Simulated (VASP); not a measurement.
# Ta2N (P-3m1) in VASP: further runs, part 3 of 3

VASP 6.6.1. Earlier steps stand in the parts before.

### 4 Single point, PBEsol

Contents of INCAR:

```
PREC = Accurate
ENCUT = 600
EDIFF = 1E-6
ISMEAR = -1
SIGMA = 0.05
LREAL = F
LASPH = T
NELM = 120
ALGO = Normal
ISIF = 2
LWAVE = F
LCHARG = F
GGA = PS
NBANDS = 22
GGA_COMPAT = F
```

Contents of KPOINTS:

```
Automatic mesh
0
Gamma
  10 10 6
```

Contents of POSCAR:

```
Ta2N
1.0
    3.0919691885      0.0000000000      0.0000000000
   -1.5459845943      2.6777238649      0.0000000000
    0.0000000000      0.0000000000      4.8371565186
Ta N
2 1
Direct
    0.3333333333      0.6666666667      0.2547110000
    0.6666666667      0.3333333333      0.7452890000
    0.0000000000      0.0000000000      0.0000000000
```

Potentials or basis: VASP PAW PBE potentials, release 64 (Ta_sv_GW, N).

Command:

```bash
$ cat potpaw_PBE.64/Ta_sv_GW/POTCAR potpaw_PBE.64/N/POTCAR > POTCAR
$ mpirun -np 1 vasp_std > vasp.out
```

OUTCAR:

```text
PREC = Accurate
   ENCUT = 600
   EDIFF = 1E-6
   ISMEAR = -1
   LREAL = F
   LASPH = T
   NELM = 120
   ISIF = 2
   GGA = PS

 ion  position               nearest neighbor table
   1  0.333  0.667  0.255-   3 2.17   3 2.17   3 2.17   2 2.97   2 2.97   2 2.97   2 3.04   2 3.04
                             2 3.04
   2  0.667  0.333  0.745-   3 2.17   3 2.17   3 2.17   1 2.97   1 2.97   1 2.97   1 3.04   1 3.04
                             1 3.04
   3  0.000  0.000  0.000-   1 2.17   2 2.17   1 2.17   2 2.17   2 2.17   1 2.17

  LATTYP: Found a hexagonal cell.
 ALAT       =     3.0919691885
 C/A-ratio  =     1.5644258476

  Lattice vectors:

 A1 = (   3.0919691885,   0.0000000000,   0.0000000000)
 A2 = (  -1.5459845943,   2.6777238649,   0.0000000000)
 A3 = (   0.0000000000,   0.0000000000,   4.8371565186)

Analysis of symmetry for initial positions (statically):
=====================================================================
 Subroutine PRICEL returns:
 Original cell was already a primitive cell.

 Routine SETGRP: Setting up the symmetry group for a
 hexagonal supercell.

 Subroutine GETGRP returns: Found 12 space group operations
[... 164 lines left out ...]

  energy without entropy =      -41.52281358  energy(sigma->0) =      -41.52952010

 E-fermi :  11.9968     XC(G=0): -13.4722

 val. band max:       11.9958623551   @ k =  -0.1000   0.4000   0.1667
 cond. band min:      12.0025026930   @ k =   0.0000   0.3000   0.3333
 fundamental gap:      0.0066403379
 Fermi energy:        11.9968332524

 k-point     1 :       0.0000    0.0000    0.0000
  band No.  band energies     occupation
      1     -56.6061      2.00000
      2     -56.5218      2.00000
      3     -23.6270      2.00000
      4     -22.8484      2.00000
      5     -22.8484      2.00000
      6     -22.7144      2.00000
[... 589 lines left out ...]
     21      16.6739      0.00000
     22      17.5423      0.00000

 [... further k-points ...]

------------------------ aborting loop because EDIFF is reached ----------------------------------------

  FORCE on cell =-STRESS in cart. coord.  units (eV):
  Direction    XX          YY          ZZ          XY          YZ          ZX
  --------------------------------------------------------------------------------------
  -------------------------------------------------------------------------------------
  Total       -0.9712245     -0.9712245     -0.7626839      0.0000000      0.0000000      0.0000000
  in kB      -38.8543021    -38.8543021    -30.5115374      0.0000000      0.0000000      0.0000000
  external PRESSURE =     -36.0733805 kB  Pullay stress =       0.0000000 kB

 VOLUME and BASIS-vectors are now :
 -----------------------------------------------------------------------------
  energy-cutoff  :      600.00
  volume of cell :       40.05
      direct lattice vectors                 reciprocal lattice vectors
     3.091969188  0.000000000  0.000000000     0.323418488  0.186725751  0.000000000
    -1.545984594  2.677723865  0.000000000     0.000000000  0.373451502  0.000000000
     0.000000000  0.000000000  4.837156519     0.000000000  0.000000000  0.206733025

 POSITION                                       TOTAL-FORCE (eV/Angst)
 -----------------------------------------------------------------------------------
     -0.00000      1.78515      1.23208        -0.000000      0.000000     -0.148237
      1.54598      0.89257      3.60508         0.000000      0.000000      0.148237
      0.00000      0.00000      0.00000        -0.000000      0.000000      0.000000
 -----------------------------------------------------------------------------------
    total drift:                                0.000000     -0.000000     -0.000000

  FREE ENERGIE OF THE ION-ELECTRON SYSTEM (eV)
  ---------------------------------------------------
  free  energy   TOTEN  =       -41.5362266182 eV

  energy  without entropy=      -41.5228135821  energy(sigma->0) =      -41.52952010
```

OSZICAR:

```text
N       E                     dE             d eps       ncg     rms          rms(c)
DAV:   1     0.273629883433E+03    0.27363E+03   -0.20586E+04  3176   0.156E+03
DAV:   2    -0.276878567247E+02   -0.30132E+03   -0.28907E+03  4018   0.417E+02
DAV:   3    -0.457802548859E+02   -0.18092E+02   -0.17879E+02  4460   0.995E+01
DAV:   4    -0.461447758241E+02   -0.36452E+00   -0.36424E+00  3830   0.130E+01
DAV:   5    -0.461502511562E+02   -0.54753E-02   -0.54743E-02  4686   0.148E+00    0.984E+01
DAV:   6    -0.420074926513E+02    0.41428E+01   -0.17385E+01  4022   0.246E+01    0.735E+01
DAV:   7    -0.419788445580E+02    0.28648E-01   -0.67040E+00  3548   0.159E+01    0.398E+00
DAV:   8    -0.415444847106E+02    0.43436E+00   -0.16858E+00  3856   0.779E+00    0.608E+00
DAV:   9    -0.415371874994E+02    0.72972E-02   -0.15828E-01  3606   0.274E+00    0.326E+00
DAV:  10    -0.415365953214E+02    0.59218E-03   -0.45086E-03  3818   0.463E-01    0.208E+00
DAV:  11    -0.415363632105E+02    0.23211E-03   -0.97277E-04  3736   0.304E-01    0.131E+00
DAV:  12    -0.415362605098E+02    0.10270E-03   -0.12630E-03  4100   0.273E-01    0.104E+00
DAV:  13    -0.415362265734E+02    0.33936E-04   -0.12203E-04  3978   0.699E-02    0.190E-01
DAV:  14    -0.415362266182E+02   -0.44767E-07   -0.77772E-06  3012   0.182E-02
   1 F= -.41536227E+02 E0= -.41529520E+02  d E =-.134130E-01
```

Wall time 41 s (1 thread of Intel Xeon 6975P-C (Granite Rapids), shared host); peak memory 0.24 GiB.

Results:

| Item | Value |
| --- | --- |
| Free energy | -41.5362 eV |
| Pressure | -3.6 GPa |
| Largest force | 0.148 eV/Å |
| Band gap on the k mesh | zero (an odd number of electrons rules out a gap without spin polarisation) |

Forces in eV/Å, atoms in the order of the input:
```
Ta   0.000  0.000 -0.148
Ta   0.000  0.000  0.148
N    0.000  0.000  0.000
```

Stress tensor (GPa, compression positive):
```
-3.89  0.00  0.00
 0.00 -3.89  0.00
 0.00  0.00 -3.05
```

Levels at points of the mesh, in eV from the Fermi level:
```
           k point  band 14  band 15  band 16  band 17  band 18  band 19
(0.00, 0.00, 0.00)    -0.68    -0.25    -0.25     0.27     0.27     0.31
(0.50, 0.00, 0.00)    -2.61    -1.33     1.82     1.95     3.81     4.09
(0.00, 0.00, 0.50)    -2.62    -1.15    -1.15     1.83     2.00     2.33
(0.50, 0.00, 0.50)    -2.13    -2.10    -0.25     0.75     3.37     3.61
```

Caveat: the cell stands under tension; the PAW data sets were made with another functional, which shifts forces and pressure a little; spin-orbit coupling is left out, which moves the levels of the heavy elements.

### 5 Single point, PBEsol-based screened hybrid with 25 % exact exchange

This run uses another cell than the first one, of 13.62 Å³/atom.

Contents of POSCAR:

```
Ta2N
1.0
    3.1128615060      0.0000000000      0.0000000000
   -1.5564307530      2.6958171426      0.0000000000
    0.0000000000      0.0000000000      4.8698410000
Ta N
2 1
Direct
    0.3333333333      0.6666666667      0.2547110000
    0.6666666667      0.3333333333      0.7452890000
    0.0000000000      0.0000000000      0.0000000000
```

Contents of INCAR.step1:

```
PREC = Accurate ; ENCUT = 520
EDIFF = 1E-5 ; ISMEAR = -1
SIGMA = 0.05 ; LREAL = False
LASPH = True ; NELM = 80
ALGO = Normal ; ISIF = 2
LWAVE = True ; LCHARG = False
GGA = PE ; NBANDS = 20
```

Contents of INCAR.step2:

```
PREC = Accurate ; ENCUT = 520
EDIFF = 1E-6 ; ISMEAR = -1
SIGMA = 0.05 ; LREAL = False
LASPH = True ; NELM = 80
ALGO = Normal ; ISIF = 2
LWAVE = False ; LCHARG = False
GGA = PS ; LHFCALC = True
AEXX = 0.25 ; HFSCREEN = 0.207
PRECFOCK = Normal ; ISTART = 1
NBANDS = 20
```

Contents of KPOINTS:

```
regular mesh
0
Gamma
  5 5 3
```

Potentials or basis: VASP PAW PBE potentials, release 64 (Ta_pv, N).

Command:

```bash
$ cat potpaw_PBE.64/Ta_pv/POTCAR potpaw_PBE.64/N/POTCAR > POTCAR
$ cp INCAR.step1 INCAR
$ mpirun -np 1 vasp_std > vasp.out
$ cp INCAR.step2 INCAR
$ mpirun -np 1 vasp_std > vasp.out
```

It took 13 min on 1 thread of AMD EPYC 9R45 (Zen 5), shared host; peak memory 0.25 GiB.

Results (log left out):

```
Free energy            : -41.3030 eV
Pressure               : -13.1 GPa
Largest force          : 0.969 eV/Å
Band gap on the k mesh : zero (an odd number of electrons rules out a gap without spin polarisation)
```

Forces in eV/Å, atoms in the order of the input:
```
Ta   0.000  0.000 -0.969
Ta   0.000  0.000  0.969
N    0.000  0.000  0.000
```

Stress tensor (GPa, compression positive):
```
-15.47   0.00   0.00
  0.00 -15.47   0.00
  0.00   0.00  -8.35
```

Levels at points of the mesh, in eV from the Fermi level:
```tsv
k point	band 9	band 10	band 11	band 12	band 13	band 14	band 15	band 16	band 17	band 18
(0.00, 0.00, 0.00)	-6.99	-6.99	-5.87	-0.69	-0.17	-0.17	0.33	0.52	0.52	1.46
```

Caveat: the k points lie up to 0.47 Å⁻¹ apart, too coarse for converged energies and pressures of a metal; the PAW data sets were made with another functional, which shifts forces and pressure a little; spin-orbit coupling is left out, which moves the levels of the heavy elements.

### 6 Overview

```tsv
level	potentials or basis	cell	k mesh	cutoff (eV)	grid for exact exchange (PRECFOCK)	share of exact exchange	screening parameter	gap on the mesh (eV)	pressure (GPa)	largest force (eV/Å)
r2SCAN	VASP PAW PBE potentials, release 64 (Ta_pv, N)	a = 3.071, b = 3.071, c = 4.904 Å, angles 90.0, 90.0, 120.0°, 3 atoms, atomic positions A	10 × 10 × 6	520	-	-	-	none	1.1	0.08
r2SCAN+D3(BJ)	VASP PAW PBE potentials, release 64 (Ta_pv, N)	a = 3.113, b = 3.113, c = 4.870 Å, angles 90.0, 90.0, 120.0°, 3 atoms, atomic positions B	10 × 10 × 6	520	-	-	-	none	-7.1	0.18
PBEsol	VASP PAW PBE potentials, release 64 (Ta_sv_GW, N)	a = 3.092, b = 3.092, c = 4.837 Å, angles 90.0, 90.0, 120.0°, 3 atoms, atomic positions B	10 × 10 × 6	600	-	-	-	none	-3.6	0.15
PBEsol-based screened hybrid with 25 % exact exchange	VASP PAW PBE potentials, release 64 (Ta_pv, N)	a = 3.113, b = 3.113, c = 4.870 Å, angles 90.0, 90.0, 120.0°, 3 atoms, atomic positions B	5 × 5 × 3	520	Normal	0.25	0.207 1/Å	none	-13.1	0.97
```

Alike in all rows: task single point; no spin polarisation; smearing fermi-dirac 0.05 eV.

Caveats: some runs use coarse meshes; the PAW data sets were made with another functional, which shifts forces and pressure a little; spin-orbit coupling is left out, which moves the levels of the heavy elements; the cell stands under tension (at least some runs); three body term missing (at least some runs).

Absolute energies hang on the potentials; compare differences alone.
